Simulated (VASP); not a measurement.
# InP (Fm-3m) in VASP: notebook, part 2 of 2

VASP 6.6.1. Earlier steps stand in the parts before.

**4. Relaxation of cell and atoms, PBEsol-based screened hybrid with 25 % exact exchange**

POSCAR reads:

```
InP
1.0
    0.0000000000      2.7688340000      2.7688340000
    2.7688340000      0.0000000000      2.7688340000
    2.7688340000      2.7688340000      0.0000000000
In P
1 1
Direct
    0.0000000000      0.0000000000      0.0000000000
    0.5000000000      0.5000000000      0.5000000000
```

INCAR.step1 reads:

```
SYSTEM = InP
PREC = Accurate
ENCUT = 600
EDIFF = 1E-5
ISMEAR = -1
SIGMA = 0.05
LREAL = .FALSE.
LASPH = .TRUE.
NELM = 60
ALGO = Normal
LWAVE = .TRUE.
LCHARG = .FALSE.
GGA = PE
NBANDS = 16
```

INCAR.step2 reads:

```
SYSTEM = InP
PREC = Accurate
ENCUT = 600
EDIFF = 1E-7
ISMEAR = -1
SIGMA = 0.05
LREAL = .FALSE.
LASPH = .TRUE.
NELM = 60
ALGO = Normal
ISIF = 3
LWAVE = .FALSE.
LCHARG = .FALSE.
GGA = PS
LHFCALC = .TRUE.
AEXX = 0.25
HFSCREEN = 0.207
PRECFOCK = Normal
IBRION = 2
NSW = 60
EDIFFG = -0.01
ISTART = 1
```

KPOINTS reads:

```
Automatic mesh
0
G
  4 4 4
  0 0 0
```

Potentials or basis: VASP PAW PBE potentials, release 64 (In_d, P).

The run is started by

```bash
$ cat potpaw_PBE.64/In_d/POTCAR potpaw_PBE.64/P/POTCAR > POTCAR
$ cp INCAR.step1 INCAR
$ mpirun -np 1 vasp_std > vasp.out
$ cp INCAR.step2 INCAR
$ mpirun -np 1 vasp_std > vasp.out
```

OUTCAR:

```text
SYSTEM = InP
   PREC = Accurate
   ENCUT = 600
   EDIFF = 1E-7
   ISMEAR = -1
   LREAL = .FALSE.
   LASPH = .TRUE.
   NELM = 60
   ISIF = 3
   GGA = PS
   LHFCALC = .TRUE.
   AEXX = 0.25
   HFSCREEN = 0.207
   PRECFOCK = Normal
   IBRION = 2
   NSW = 60
   EDIFFG = -0.01
   ISTART = 1

 ion  position               nearest neighbor table
   1  0.000  0.000  0.000-   2 2.77   2 2.77   2 2.77   2 2.77   2 2.77   2 2.77
   2  0.500  0.500  0.500-   1 2.77   1 2.77   1 2.77   1 2.77   1 2.77   1 2.77

  LATTYP: Found a face centered cubic cell.
 ALAT       =     5.5376680000

  Lattice vectors:

 A1 = (   0.0000000000,   2.7688340000,   2.7688340000)
[... 175 lines left out ...]
  -------------------------------------------------------------------------------------
  Total       -1.2329792     -1.2329792     -1.2329792     -0.0000000      0.0000000      0.0000000
  in kB      -46.5313423    -46.5313423    -46.5313423     -0.0000000      0.0000000      0.0000000
  external PRESSURE =     -46.5313423 kB  Pullay stress =       0.0000000 kB
[... 59 lines left out ...]
--------------------------------------- Ionic step        3  -------------------------------------------

 number of electron      18.0000001 magnetization

 Free energy of the ion-electron system (eV)
  ---------------------------------------------------
  ext. energy  EPLUGINS =         0.00000000
  ---------------------------------------------------
  free energy    TOTEN  =        -9.71929620 eV

  energy without entropy =       -9.71085489  energy(sigma->0) =       -9.71507555

 E-fermi :   7.6341     XC(G=0):  -8.8848

 val. band max:        7.6081653143   @ k =   0.5000   0.0000   0.0000
 cond. band min:       8.3754429707   @ k =   0.5000   0.2500   0.0000
 fundamental gap:      0.7672776564
 Fermi energy:         7.6340683229

 k-point     1 :       0.0000    0.0000    0.0000
  band No.  band energies     occupation
      1      -8.9079      2.00000
      2      -8.9079      2.00000
      3      -8.8752      2.00000
      4      -8.8752      2.00000
      5      -8.8752      2.00000
      6      -6.4398      2.00000
      7       7.0412      1.99999
      8       7.0412      1.99999
      9       7.0412      1.99999
     10       9.0429      0.00000
     11      15.2582      0.00000
     12      15.2582      0.00000
     13      15.2582      0.00000
[... 139 lines left out ...]
  FREE ENERGIE OF THE ION-ELECTRON SYSTEM (eV)
  ---------------------------------------------------
  free  energy   TOTEN  =        -9.7192962039 eV

  energy  without entropy=       -9.7108548949  energy(sigma->0) =       -9.71507555

 reached required accuracy - stopping structural energy minimisation
```

OUTCAR.step1:

```text
SYSTEM = InP
   PREC = Accurate
   ENCUT = 600
   EDIFF = 1E-5
   ISMEAR = -1
   LREAL = .FALSE.
[... 353 lines left out ...]
      0.00000      0.00000      0.00000        -0.000000      0.000000      0.000000
      2.76883      2.76883      2.76883         0.000000     -0.000000     -0.000000
 -----------------------------------------------------------------------------------
    total drift:                                0.000000     -0.000000     -0.000000

  FREE ENERGIE OF THE ION-ELECTRON SYSTEM (eV)
  ---------------------------------------------------
  free  energy   TOTEN  =        -7.6616189714 eV

  energy  without entropy=       -7.6517073911  energy(sigma->0) =       -7.65666318
```

OSZICAR.step1:

```text
N       E                     dE             d eps       ncg     rms          rms(c)
DAV:   1     0.124239469589E+03    0.12424E+03   -0.90357E+03   264   0.145E+03
DAV:   2     0.171767633241E+00   -0.12407E+03   -0.11897E+03   272   0.343E+02
DAV:   3    -0.786324183712E+01   -0.80350E+01   -0.79502E+01   336   0.793E+01
DAV:   4    -0.807674334822E+01   -0.21350E+00   -0.21324E+00   328   0.134E+01
DAV:   5    -0.808610823670E+01   -0.93649E-02   -0.93646E-02   344   0.253E+00    0.486E+00
DAV:   6    -0.768350163444E+01    0.40261E+00   -0.62177E-01   368   0.131E+01    0.279E+00
DAV:   7    -0.766088068632E+01    0.22621E-01   -0.14276E-01   376   0.324E+00    0.118E+00
DAV:   8    -0.766153733093E+01   -0.65664E-03   -0.12423E-02   336   0.153E+00    0.190E-01
DAV:   9    -0.766160929807E+01   -0.71967E-04   -0.12454E-03   368   0.589E-01    0.971E-02
DAV:  10    -0.766161897138E+01   -0.96733E-05   -0.90502E-05   288   0.823E-02
   1 F= -.76616190E+01 E0= -.76566632E+01  d E =-.991158E-02
```

Run time: 41 min. Hardware: 1 thread of Intel Xeon 8259CL, shared host; peak memory 0.3 GiB.

Results:

| Quantity | Value |
| --- | --- |
| Free energy | -9.7193 eV |
| Relaxed volume | 20.10 Å³/atom |
| Relaxed cell | a = 3.845 Å, b = 3.845 Å, c = 3.845 Å, α = 60.00°, β = 60.00°, γ = 60.00° |
| Space group after relaxing (to 0.1 Å) | Fm-3m (No. 225) |
| Energy gained by relaxing | 17.2 meV/atom |
| Ionic steps | 3 |
| Pressure after relaxing | 0.0 GPa |
| Band gap on the k mesh | zero (bands 9 and 10 overlap by 2.57 eV) |

Step by step:
```tsv
step	energy change (eV)	largest force (eV/Å)	pressure (GPa)	volume (Å³)
1	0.0000	0.0000	-4.65	42.45
2	-0.0189	0.0000	3.68	38.78
3	-0.0345	0.0000	-0.02	40.19
```

Final structure:
```cif
data_structure
_symmetry_space_group_name_H-M 'P 1'
_symmetry_Int_Tables_number 1
_cell_length_a 3.8449
_cell_length_b 3.8449
_cell_length_c 3.8449
_cell_angle_alpha 60.000
_cell_angle_beta 60.000
_cell_angle_gamma 60.000
_cell_volume 40.19
loop_
_atom_site_label
_atom_site_type_symbol
_atom_site_fract_x
_atom_site_fract_y
_atom_site_fract_z
_atom_site_occupancy
In1 In 0.00000 0.00000 0.00000 1
P1 P 0.50000 0.50000 0.50000 1
```

Caveat: the k points lie up to 0.50 Å⁻¹ apart in the final cell, too coarse for converged energies and pressures of a metal; the PAW data sets were made with another functional, which shifts forces and pressure a little; spin-orbit coupling is left out, which moves the levels of the heavy elements.

**5. The runs side by side**

```tsv
task	level	cell	cutoff (eV)	share of exact exchange	screening parameter	gap on the mesh (eV)	pressure (GPa)
single point	r2SCAN0	as given	520	0.25	-	none	-3.7
single point	r2SCANh	as given	520	0.1	-	none	-2.6
relaxation of cell and atoms	PBEsol-based screened hybrid with 25 % exact exchange	relaxed	600	0.25	0.207 1/Å	none	0.0
```

Alike in all rows: potentials or basis VASP PAW PBE potentials, release 64 (In_d, P); no spin polarisation; k mesh 4 × 4 × 4; smearing fermi-dirac 0.05 eV.

Caveats: all runs use coarse meshes; the PAW data sets were made with another functional, which shifts forces and pressure a little; spin-orbit coupling is left out, which moves the levels of the heavy elements.

Absolute energies hang on the potentials; compare differences alone.
